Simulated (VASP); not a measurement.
# Mg (I4/mmm) in VASP: notebook, part 2 of 2

VASP 6.6.1. The steps go on from the part before.

### Step 3. Single point, PBE (volume 22.364 Å^3 an atom, c/a of the conventional cell 0.8741)

The input, INCAR:

```
SYSTEM = Mg
  PREC = Accurate
  ENCUT = 520
  EDIFF = 1E-6
  ISMEAR = 0
  SIGMA = 0.15
  LREAL = .False.
  LASPH = .True.
  NELM = 100
  ALGO = Normal
  ISIF = 2
  LWAVE = .False.
  LCHARG = .False.
  GGA = PE
  NBANDS = 7
```

The input, KPOINTS:

```
regular mesh
0
Gamma
  20 20 20
  0 0 0
```

The input, POSCAR:

```
Mg
1.0
   -1.8562770301      1.8562770301      1.6225717520
    1.8562770301     -1.8562770301      1.6225717520
    1.8562770301      1.8562770301     -1.6225717520
Mg
1
Direct
    0.0000000000      0.0000000000      0.0000000000
```

Potentials or basis: VASP PAW PBE potentials, release 64 (Mg).

Run with:

```
$ cat potpaw_PBE.64/Mg/POTCAR > POTCAR
$ mpirun -np 1 vasp_std > vasp.out
```

OUTCAR:

```text
SYSTEM = Mg
   PREC = Accurate
   ENCUT = 520
   EDIFF = 1E-6
   ISMEAR = 0
   LREAL = .False.
   LASPH = .True.
   NELM = 100
   ISIF = 2
   GGA = PE

 ion  position               nearest neighbor table
   1  0.000  0.000  0.000-

  LATTYP: Found a body centered tetragonal cell.
 ALAT       =     3.7125540602
 C/A-ratio  =     0.8741000000

  Lattice vectors:

 A1 = (  -1.8562770301,   1.8562770301,   1.6225717520)
 A2 = (   1.8562770301,  -1.8562770301,   1.6225717520)
 A3 = (   1.8562770301,   1.8562770301,  -1.6225717520)

Analysis of symmetry for initial positions (statically):
=====================================================================
 Subroutine PRICEL returns:
 Original cell was already a primitive cell.

 Routine SETGRP: Setting up the symmetry group for a
 body centered tetragonal supercell.

 Subroutine GETGRP returns: Found 16 space group operations
 (whereof 16 operations were pure point group operations)
 out of a pool of 16 trial point group operations.

The static configuration has the point symmetry D_4h.

Analysis of symmetry for dynamics (positions and initial velocities):
=====================================================================
[... 152 lines left out ...]
  free energy    TOTEN  =        -1.47572066 eV

  energy without entropy =       -1.47094328  energy(sigma->0) =       -1.47333197

 E-fermi :   2.7779     XC(G=0):  -8.5733

 val. band max:        2.7729027110   @ k =   0.4000   0.3500  -0.0000
 cond. band min:       2.7795788647   @ k =   0.4000   0.1500  -0.0000
 fundamental gap:      0.0066761537
 Fermi energy:         2.7779052171

 k-point     1 :       0.0000    0.0000    0.0000
  band No.  band energies     occupation
      1      -4.2720      2.00000
      2      14.2680      0.00000
      3      16.5332      0.00000
      4      16.6629      0.00000
      5      16.6629      0.00000
      6      17.1534      0.00000
      7      17.1534      0.00000
[... 221 lines left out ...]
 k-point    24 :      -0.3500    0.0500    0.0000
  band No.  band energies     occupation
      1      -1.6499      2.00000
      2       6.8639      0.00000
      3      10.4035      0.00000
      4      12.6741      0.00000
      5      13.1515      0.00000
      6      15.7795      0.00000
      7      21.1053      0.00000

 [... further k-points ...]
[... 5 lines left out ...]
  --------------------------------------------------------------------------------------
  -------------------------------------------------------------------------------------
  Total        0.0977073      0.0977073      0.2534105      0.0000000     -0.0000000      0.0000000
  in kB        6.9998388      6.9998388     18.1545579      0.0000000     -0.0000000      0.0000000
  external PRESSURE =      10.7180785 kB  Pullay stress =       0.0000000 kB

 VOLUME and BASIS-vectors are now :
 -----------------------------------------------------------------------------
  energy-cutoff  :      520.00
  volume of cell :       22.36
      direct lattice vectors                 reciprocal lattice vectors
    -1.856277030  1.856277030  1.622571752     0.000000000  0.269356347  0.308152782
     1.856277030 -1.856277030  1.622571752     0.269356347  0.000000000  0.308152782
     1.856277030  1.856277030 -1.622571752     0.269356347  0.269356347  0.000000000

 POSITION                                       TOTAL-FORCE (eV/Angst)
 -----------------------------------------------------------------------------------
      0.00000      0.00000      0.00000         0.000000     -0.000000      0.000000
 -----------------------------------------------------------------------------------
    total drift:                                0.000000      0.000000      0.000000

  FREE ENERGIE OF THE ION-ELECTRON SYSTEM (eV)
  ---------------------------------------------------
  free  energy   TOTEN  =        -1.4757206642 eV

  energy  without entropy=       -1.4709432765  energy(sigma->0) =       -1.47333197
```

Wall time 25 s (1 thread of Intel Xeon 6975P-C (Granite Rapids), shared host); peak memory 0.21 GiB.

Results:

* Free energy: -1.4757 eV
* Pressure: 1.1 GPa
* Band gap on the k mesh: zero (band 1 reaches 5.84 eV, above the bottom of band 2 at 1.25 eV)

Stress tensor (GPa, compression positive):
```
0.70 0.00 0.00
0.00 0.70 0.00
0.00 0.00 1.82
```

Levels at points of the mesh, in eV from the Fermi level:
```csv
k point,band 1,band 2,band 3,band 4,band 5
"(0.00, 0.00, 0.00)",-7.05,11.49,13.76,13.88,13.88
"(0.50, 0.00, 0.00)",-1.27,-0.51,8.04,8.91,9.61
"(0.50, 0.50, 0.00)",-1.89,-1.53,10.55,11.31,12.32
"(0.50, 0.50, 0.50)",2.94,2.94,3.40,4.06,6.29
```

### Step 4. Single point, PBE (volume 22.364 Å^3 an atom, c/a of the conventional cell 0.9288)

The input, INCAR:

```
  PREC = Accurate
  ENCUT = 520
  EDIFF = 1E-6
  ISMEAR = 0
  SIGMA = 0.15
  LREAL = False
  LASPH = True
  NELM = 80
  ALGO = Normal
  ISIF = 2
  LWAVE = False
  LCHARG = False
  GGA = PE
  NBANDS = 7
```

The input, KPOINTS:

```
regular mesh
0
Gamma
  20 20 20
```

The input, POSCAR:

```
Mg
1.0
   -1.8190955876      1.8190955876      1.6895787993
    1.8190955876     -1.8190955876      1.6895787993
    1.8190955876      1.8190955876     -1.6895787993
Mg
1
Direct
    0.0000000000      0.0000000000      0.0000000000
```

Potentials or basis: VASP PAW PBE potentials, release 64 (Mg).

Run with:

```
$ cat potpaw_PBE.64/Mg/POTCAR > POTCAR
$ mpirun -np 1 vasp_std > vasp.out
```

OUTCAR:

```text
PREC = Accurate
   ENCUT = 520
   EDIFF = 1E-6
   ISMEAR = 0
   LREAL = False
   LASPH = True
   NELM = 80
   ISIF = 2
   GGA = PE

 ion  position               nearest neighbor table
   1  0.000  0.000  0.000-

  LATTYP: Found a body centered tetragonal cell.
 ALAT       =     3.6381911752
 C/A-ratio  =     0.9288015489

  Lattice vectors:

 A1 = (  -1.8190955876,   1.8190955876,   1.6895787993)
 A2 = (   1.8190955876,  -1.8190955876,   1.6895787993)
 A3 = (   1.8190955876,   1.8190955876,  -1.6895787993)

Analysis of symmetry for initial positions (statically):
=====================================================================
 Subroutine PRICEL returns:
 Original cell was already a primitive cell.

 Routine SETGRP: Setting up the symmetry group for a
 body centered tetragonal supercell.

 Subroutine GETGRP returns: Found 16 space group operations
 (whereof 16 operations were pure point group operations)
 out of a pool of 16 trial point group operations.

The static configuration has the point symmetry D_4h.

Analysis of symmetry for dynamics (positions and initial velocities):
[... 152 lines left out ...]
  ---------------------------------------------------
  free energy    TOTEN  =        -1.47945346 eV

  energy without entropy =       -1.47554082  energy(sigma->0) =       -1.47749714

 E-fermi :   2.8123     XC(G=0):  -8.5751

 val. band max:        2.8061760449   @ k =   0.3000   0.3000   0.0500
 cond. band min:       2.8267433888   @ k =  -0.4000  -0.4500   0.1000
 fundamental gap:      0.0205673440
 Fermi energy:         2.8122538084

 k-point     1 :       0.0000    0.0000    0.0000
  band No.  band energies     occupation
      1      -4.2706      2.00000
      2      15.0181      0.00000
      3      16.5582      0.00000
      4      16.5582      0.00000
      5      17.1948      0.00000
      6      17.5066      0.00000
      7      17.5066      0.00000
[... 221 lines left out ...]
 k-point    24 :      -0.3500    0.0500    0.0000
  band No.  band energies     occupation
      1      -1.6904      2.00000
      2       6.5502      0.00000
      3      10.8502      0.00000
      4      12.6970      0.00000
      5      13.5772      0.00000
      6      15.7398      0.00000
      7      21.0596      0.00000

 [... further k-points ...]
[... 5 lines left out ...]
  --------------------------------------------------------------------------------------
  -------------------------------------------------------------------------------------
  Total        0.1133139      0.1133139      0.1384789      0.0000000     -0.0000000      0.0000000
  in kB        8.1179133      8.1179133      9.9207542      0.0000000     -0.0000000      0.0000000
  external PRESSURE =       8.7188602 kB  Pullay stress =       0.0000000 kB

 VOLUME and BASIS-vectors are now :
 -----------------------------------------------------------------------------
  energy-cutoff  :      520.00
  volume of cell :       22.36
      direct lattice vectors                 reciprocal lattice vectors
    -1.819095588  1.819095588  1.689578799     0.000000000  0.274861862  0.295931744
     1.819095588 -1.819095588  1.689578799     0.274861862  0.000000000  0.295931744
     1.819095588  1.819095588 -1.689578799     0.274861862  0.274861862  0.000000000

 POSITION                                       TOTAL-FORCE (eV/Angst)
 -----------------------------------------------------------------------------------
      0.00000      0.00000      0.00000         0.000000      0.000000      0.000000
 -----------------------------------------------------------------------------------
    total drift:                                0.000000      0.000000      0.000000

  FREE ENERGIE OF THE ION-ELECTRON SYSTEM (eV)
  ---------------------------------------------------
  free  energy   TOTEN  =        -1.4794534604 eV

  energy  without entropy=       -1.4755408188  energy(sigma->0) =       -1.47749714
```

stdout:

```text
POSCAR found type information on POSCAR Mg
 POSCAR found :  1 types and       1 ions
 scaLAPACK will be used
 LDA part: xc-table for (Slater+PW92), standard interpolation
 POSCAR, INCAR and KPOINTS ok, starting setup
 FFT: planning ... GRIDC
 FFT: planning ... GRID_SOFT
 FFT: planning ... GRID
 WAVECAR not read
 entering main loop
```

Run time: 21 s. Hardware: 1 thread of Intel Xeon 6975P-C (Granite Rapids), shared host; peak memory 0.22 GiB.

What came out:

```
Free energy            : -1.4795 eV
Pressure               : 0.9 GPa
Band gap on the k mesh : zero (band 1 reaches 6.16 eV, above the bottom of band 2 at 1.53 eV)
```

Levels at points of the mesh, in eV from the Fermi level:
```csv
k point,band 1,band 2,band 3,band 4
"(0.00, 0.00, 0.00)",-7.08,12.21,13.75,13.75
"(0.50, 0.00, 0.00)",-1.42,-0.74,8.29,9.13
"(0.50, 0.50, 0.00)",-1.76,-1.28,9.64,10.41
"(0.50, 0.50, 0.50)",3.34,3.34,3.63,4.16
```

### Step 5. Single point, PBE (volume 22.364 Å^3 an atom, c/a of the conventional cell 0.8227)

The input, INCAR:

```
  ALGO = Normal
  EDIFF = 1E-6
  ENCUT = 520
  GGA = PE
  ISIF = 2
  ISMEAR = 0
  LASPH = T
  LCHARG = F
  LREAL = F
  LWAVE = F
  NBANDS = 7
  NELM = 100
  PREC = Accurate
  SIGMA = 0.15
```

The input, KPOINTS:

```
k-points
0
Gamma
  20 20 20
```

The input, POSCAR:

```
Mg
1.0
   -1.8941571091      1.8941571091      1.5583230537
    1.8941571091     -1.8941571091      1.5583230537
    1.8941571091      1.8941571091     -1.5583230537
Mg
1
Direct
    0.0000000000      0.0000000000      0.0000000000
```

Run with:

```
$ cat potpaw_PBE.64/Mg/POTCAR > POTCAR
$ mpirun -np 1 vasp_std > vasp.out
```

Wall time 21 s (1 thread of Intel Xeon 6975P-C (Granite Rapids), shared host); peak memory 0.21 GiB.

The run converged. Its results:

| Quantity | Value |
| --- | --- |
| Free energy | -1.4660 eV |
| Pressure | 1.4 GPa |
| Band gap on the k mesh | zero (band 1 reaches 5.43 eV, above the bottom of band 2 at 0.97 eV) |

Stress tensor (GPa, compression positive):
```
0.51 0.00 0.00
0.00 0.51 0.00
0.00 0.00 3.31
```

Levels at points of the mesh, in eV from the Fermi level:
| k point | band 1 | band 2 | band 3 | band 4 |
| --- | --- | --- | --- | --- |
| (0.00, 0.00, 0.00) | -7.04 | 10.79 | 13.05 | 13.05 |
| (0.50, 0.00, 0.00) | -1.12 | -0.28 | 7.80 | 8.73 |
| (0.50, 0.50, 0.00) | -2.03 | -1.79 | 11.55 | 12.28 |
| (0.50, 0.50, 0.50) | 2.53 | 2.53 | 3.16 | 3.75 |

### Step 6. Overview

| cell | gap on the mesh (eV) | pressure (GPa) |
| --- | --- | --- |
| a = 3.116 Å, angles 103.3, 103.3, 122.6°, 1 atom | none | 2.1 |
| a = 3.086 Å, angles 106.0, 106.0, 116.6°, 1 atom | none | 1.1 |
| a = 3.078 Å, angles 107.5, 107.5, 113.4°, 1 atom | none | 0.9 |
| a = 3.099 Å, angles 104.6, 104.6, 119.6°, 1 atom | none | 1.4 |

Alike in all rows: task single point; level PBE; potentials or basis VASP PAW PBE potentials, release 64 (Mg); no spin polarisation; k mesh 20 × 20 × 20; cutoff (eV) 520; smearing gaussian 0.15 eV.

Total energies depend on the potentials used, so only differences within one code and one set of settings carry meaning.
